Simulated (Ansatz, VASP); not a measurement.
Ag in VASP and in Ansatz

```xyz
4
Lattice="2.9368 0.0000 0.0000 -1.4684 2.5434 0.0000 0.0000 0.0000 9.7070" Properties=species:S:1:pos:R:3 pbc="T T T"
Ag    0.0000    1.6956    2.4267
Ag    1.4684    0.8478    7.2802
Ag    0.0000    0.0000    0.0000
Ag    0.0000    0.0000    4.8535
```

Change from the starting cell: strain +0.000 along x and y, +0.015 along z, atoms carried along.

Alike in both runs: task single point; functional PBE; k mesh 18 × 18 × 6; occupations gaussian, width 0.15 eV; no spin polarisation.

|  | VASP | Ansatz |
| --- | --- | --- |
| version | VASP 6.6.1 | Ansatz 0.2.0 |
| potentials or method | VASP PAW PBE potentials, release 64 (Ag), cutoff 520 eV | scalar-relativistic, plane waves, PAW |
| valence electrons in the cell | 44 | 76 |

Ansatz gave:

```
gap on the k mesh at the Fermi level (eV)                     : none
pressure (GPa)                                                : -1.2
traceless stress, the component that is largest in VASP (GPa) : -0.60
```

Problem. Which values does VASP return?

Solution. gap on the k mesh at the Fermi level (eV): none; pressure (GPa): -1.3; traceless stress, the component that is largest in VASP (GPa): -0.60.

A gap of «none» marks a metal or a gap that the smearing closes. VASP's potentials hold 44 valence electrons a cell and Ansatz's 76, so a difference there can come from the potentials and not from the codes.
